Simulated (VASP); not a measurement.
# Si4IrPt (P-6m2) in VASP: a series of runs, part 2 of 2

VASP 6.6.1. Earlier steps stand in the parts before.

## 3. Single point, PBE

This run uses another cell than the first one, of 16.15 Å³/atom, 1.208 times its volume.

File INCAR:

```
PREC = Accurate
ENCUT = 520
EDIFF = 1E-7
ISMEAR = 0
SIGMA = 0.1
LREAL = False
LASPH = True
NELM = 60
ALGO = Normal
ISIF = 2
LWAVE = False
LCHARG = False
GGA = PE
NBANDS = 26
```

File KPOINTS:

```
regular mesh
0
Gamma
  12 12 6
```

File POSCAR:

```
Si4IrPt
1.0
    3.8862840493      0.0000000000      0.0000000000
   -1.9431420247      3.3656207130      0.0000000000
    0.0000000000      0.0000000000      7.4074338764
Si Ir Pt
4 1 1
Direct
    0.0000000000      0.0000000000      0.6683626730
    0.6666666667      0.3333333333      0.8373116853
    0.6666666667      0.3333333333      0.1626883147
    0.0000000000      0.0000000000      0.3316373270
    0.0000000000      0.0000000000      0.0000000000
    0.6666666667      0.3333333333      0.5000000000
```

Potentials or basis: VASP PAW PBE potentials, release 64 (Si, Ir, Pt).

Launch:

```bash
$ cat potpaw_PBE.64/Si/POTCAR potpaw_PBE.64/Ir/POTCAR potpaw_PBE.64/Pt/POTCAR > POTCAR
$ mpirun -np 1 vasp_std > vasp.out
```

OUTCAR:

```text
PREC = Accurate
   ENCUT = 520
   EDIFF = 1E-7
   ISMEAR = 0
   LREAL = False
   LASPH = True
   NELM = 60
   ISIF = 2
   GGA = PE

 ion  position               nearest neighbor table
   1  0.000  0.000  0.668-   5 2.46   4 2.49   6 2.57   6 2.57   6 2.57   2 2.57   2 2.57   2 2.57

   2  0.667  0.333  0.837-   3 2.41   6 2.50   5 2.55   5 2.55   5 2.55   1 2.57   1 2.57   1 2.57

   3  0.667  0.333  0.163-   2 2.41   6 2.50   5 2.55   5 2.55   5 2.55   4 2.57   4 2.57   4 2.57

   4  0.000  0.000  0.332-   5 2.46   1 2.49   6 2.57   6 2.57   6 2.57   3 2.57   3 2.57   3 2.57

   5  0.000  0.000  0.000-   1 2.46   4 2.46   3 2.55   2 2.55   2 2.55   3 2.55   2 2.55   3 2.55

   6  0.667  0.333  0.500-   2 2.50   3 2.50   1 2.57   4 2.57   1 2.57   4 2.57   1 2.57   4 2.57

  LATTYP: Found a hexagonal cell.
 ALAT       =     3.8862840493
 C/A-ratio  =     1.9060454106

  Lattice vectors:

 A1 = (   3.8862840493,   0.0000000000,   0.0000000000)
 A2 = (  -1.9431420247,   3.3656207130,   0.0000000000)
 A3 = (   0.0000000000,   0.0000000000,   7.4074338764)

Analysis of symmetry for initial positions (statically):
=====================================================================
 Subroutine PRICEL returns:
 Original cell was already a primitive cell.

 Routine SETGRP: Setting up the symmetry group for a
 hexagonal supercell.

 Subroutine GETGRP returns: Found 12 space group operations
 (whereof 12 operations were pure point group operations)
 out of a pool of 24 trial point group operations.

The static configuration has the point symmetry D_3h.

Analysis of symmetry for dynamics (positions and initial velocities):
=====================================================================
 Subroutine PRICEL returns:
 Original cell was already a primitive cell.

 Routine SETGRP: Setting up the symmetry group for a
 hexagonal supercell.

 Subroutine GETGRP returns: Found 12 space group operations
 (whereof 12 operations were pure point group operations)
 out of a pool of 24 trial point group operations.

The dynamic configuration has the point symmetry D_3h.

 Subroutine INISYM returns: Found 12 space group operations
 (whereof 12 operations are pure point group operations),
 and found     1 'primitive' translations

----------------------------------------------------------------------------------------

                                     Primitive cell

  volume of cell :      96.8874

  direct lattice vectors                    reciprocal lattice vectors
     3.886284049  0.000000000  0.000000000     0.257315211  0.148561006  0.000000000
    -1.943142025  3.365620713  0.000000000     0.000000000  0.297122013  0.000000000
     0.000000000  0.000000000  7.407433876     0.000000000  0.000000000  0.134999518

  length of vectors
     3.886284049  3.886284049  7.407433876     0.297122013  0.297122013  0.134999518

  position of ions in fractional coordinates (direct lattice)
     0.000000000  0.000000000  0.668362673
     0.666666667  0.333333333  0.837311685
     0.666666667  0.333333333  0.162688315
     0.000000000  0.000000000  0.331637327
     0.000000000  0.000000000  0.000000000
     0.666666667  0.333333333  0.500000000

  ion indices of the primitive-cell ions
   primitive index   ion index
                 1           1
                 2           2
                 3           3
                 4           4
[... 26 lines left out ...]

 Found     76 irreducible k-points:

 Following reciprocal coordinates:
            Coordinates               Weight
  0.000000  0.000000  0.000000      1.000000
  0.083333  0.000000  0.000000      6.000000
  0.166667 -0.000000  0.000000      6.000000
  0.250000 -0.000000  0.000000      6.000000
  0.333333  0.000000  0.000000      6.000000
  0.416667 -0.000000  0.000000      6.000000
[... 16 lines left out ...]
  0.250000 -0.000000  0.166667     12.000000
  0.333333  0.000000  0.166667     12.000000
 [... further k-points ...]
   k-points           NKPTS =     76   k-points in BZ     NKDIM =     76   number of bands    NBANDS=     26
   number of dos      NEDOS =    301   number of ions     NIONS =      6
   total plane-waves  NPLWV =  50400
   dimension x,y,z NGX =    30 NGY =   30 NGZ =   56
   dimension x,y,z NGXF=    60 NGYF=   60 NGZF=  112
   ions per type =               4   1   1
   NGX,Y,Z   is equivalent  to a cutoff of  12.83, 12.83, 12.57 a.u.
   NGXF,Y,Z  is equivalent  to a cutoff of  25.67, 25.67, 25.14 a.u.
 SYSTEM =  unknown system
   PREC   = accura    normal or accurate (medium, high low for compatibility)
   ISTART =      0    job   : 0-new  1-cont  2-samecut
   ICHARG =      2    charge: 1-file 2-atom 10-const
   ISPIN  =      1    spin polarized calculation?
   LNONCOLLINEAR =      F non collinear calculations
   LSORBIT =      F    spin-orbit coupling
   LASPH  =      T    aspherical Exc in radial PAW
   ENCUT  =  520.0 eV  38.22 Ry    6.18 a.u.   7.23  7.23 13.77*2*pi/ulx,y,z
   NELM   =     60;   NELMIN=  2; NELMDL= -5     # of ELM steps
   EDIFF  = 0.1E-06   stopping-criterion for ELM
   LREAL  =      F    real-space projection
   EDIFFG = 0.1E-05   stopping-criterion for IOM
   NSW    =      0    number of steps for IOM
   IBRION =     -1    ionic relax: 0-MD 1-quasi-New 2-CG
   NFREE  =      0    steps in history (QN), initial steepest desc. (CG)
   ISIF   =      2    stress and relaxation
   ISYM   =      2    0-nonsym 1-usesym 2-fastsym
   POTIM  = 0.5000    time-step for ionic-motion
   TEBEG  =    0.0;   TEEND  =   0.0 temperature during run
   PSTRESS=    0.0 pullay stress
   NELECT =      35.0000    total number of electrons
   NUPDOWN=      -1.0000    fix difference up-down
   EMIN   =  10.00;   EMAX   =-10.00  energy-range for DOS
   EFERMI =   0.00;   METHOD = LEGACY
   ISMEAR =     0;   SIGMA  =   0.10  broadening in eV -4-tet -1-fermi 0-gaus
   EFERMI_NEDOS =   21; number of points for ismear=-14 and -15
   IALGO  =     38    algorithm
   IMIX   =      4    mixing-type and parameters
     AMIX     =   0.40;   BMIX     =  1.00
     AMIX_MAG =   1.60;   BMIX_MAG =  1.00
  volume/ion in A,a.u.               =      16.15       108.97
  Fermi-wavevector in a.u.,A,eV,Ry     =   1.165937  2.203301 18.495878  1.359409
  Thomas-Fermi vector in A             =   2.302456
   LORBIT       =      0    0 simple, 1 ext, 2 COOP (PROOUT), +10 PAW based schemes
   GGA     = PE    functional components
   LHFCALC =     F    Hartree Fock is set to
   AEXX    =    0.0000 exact exchange contribution
   IVDW    =     0    specifies the selected vdW correction
   LEPSILON=     F    determine dielectric tensor
   LRPA    =     F    only Hartree local field effects (RPA)
 non-spin polarized calculation
 Gauss-broadening in eV      SIGMA  =   0.10
  energy-cutoff  :      520.00
  volume of cell :       96.89
 maximum number of plane-waves:      2643
 NGX is ok and might be reduce to    30
   NGX = 15   NGY = 15   NGZ = 27

 number of electron      35.0000002 magnetization

 Free energy of the ion-electron system (eV)
  ---------------------------------------------------
  ext. energy  EPLUGINS =         0.00000000
  ---------------------------------------------------
  free energy    TOTEN  =       -37.86767129 eV

  energy without entropy =      -37.85529496  energy(sigma->0) =      -37.86148312

 E-fermi :   9.2025     XC(G=0): -11.2420

 val. band max:        9.2001732091   @ k =   0.2500   0.0833   0.1667
 cond. band min:       9.2056472595   @ k =   0.4167   0.1667   0.0000
 fundamental gap:      0.0054740503
 Fermi energy:         9.2024745909

 k-point     1 :       0.0000    0.0000    0.0000
  band No.  band energies     occupation
      1      -4.3113      2.00000
      2      -1.7939      2.00000
      3      -1.1416      2.00000
      4       2.1974      2.00000
      5       3.8019      2.00000
      6       3.8019      2.00000
[... 685 lines left out ...]
     25      14.5826      0.00000
     26      14.7477      0.00000

 [... further k-points ...]
[... 5 lines left out ...]
  --------------------------------------------------------------------------------------
  -------------------------------------------------------------------------------------
  Total       -0.0000984     -0.0000984      0.0073572      0.0000000      0.0000000      0.0000000
  in kB       -0.0016278     -0.0016278      0.1216616      0.0000000      0.0000000      0.0000000
  external PRESSURE =       0.0394686 kB  Pullay stress =       0.0000000 kB

 VOLUME and BASIS-vectors are now :
 -----------------------------------------------------------------------------
  energy-cutoff  :      520.00
  volume of cell :       96.89
      direct lattice vectors                 reciprocal lattice vectors
     3.886284049  0.000000000  0.000000000     0.257315211  0.148561006  0.000000000
    -1.943142025  3.365620713  0.000000000     0.000000000  0.297122013  0.000000000
     0.000000000  0.000000000  7.407433876     0.000000000  0.000000000  0.134999518

 POSITION                                       TOTAL-FORCE (eV/Angst)
 -----------------------------------------------------------------------------------
      0.00000      0.00000      4.95085         0.000000      0.000000     -0.027678
      1.94314      1.12187      6.20233        -0.000000      0.000000     -0.007435
      1.94314      1.12187      1.20510        -0.000000     -0.000000      0.007435
      0.00000      0.00000      2.45658         0.000000     -0.000000      0.027678
      0.00000      0.00000      0.00000         0.000000     -0.000000     -0.000000
      1.94314      1.12187      3.70372        -0.000000     -0.000000     -0.000000
 -----------------------------------------------------------------------------------
    total drift:                               -0.000000      0.000000      0.000000

  FREE ENERGIE OF THE ION-ELECTRON SYSTEM (eV)
  ---------------------------------------------------
  free  energy   TOTEN  =       -37.8676712872 eV

  energy  without entropy=      -37.8552949574  energy(sigma->0) =      -37.86148312
```

Run time: 2.5 min. Hardware: 1 thread of Intel Xeon Platinum 8375C at 2.90GHz (Ice Lake), shared host; peak memory 0.34 GiB.

Results:

| Property | Result |
| --- | --- |
| Free energy | -37.8677 eV |
| Pressure | 0.0 GPa |
| Largest force | 0.028 eV/Å |

Forces on the atoms (eV/Å):
```
Si   0.000  0.000 -0.028
Si   0.000  0.000 -0.007
Si   0.000  0.000  0.007
Si   0.000  0.000  0.028
Ir   0.000  0.000  0.000
Pt   0.000  0.000  0.000
```

Levels at points of the mesh, in eV from the Fermi level:
```
           k point  band 16  band 17  band 18  band 19  band 20  band 21
(0.00, 0.00, 0.00)    -0.37     0.99     1.04     2.23     2.28     2.28
(0.50, 0.00, 0.00)    -2.30    -2.17    -0.06     0.94     2.06     2.11
(0.00, 0.00, 0.50)     0.31     0.46     0.46     1.02     1.14     2.90
(0.50, 0.00, 0.50)    -2.14    -1.07    -1.06     0.53     0.71     1.94
```

Caveat: spin-orbit coupling is left out, which moves the levels of the heavy elements.
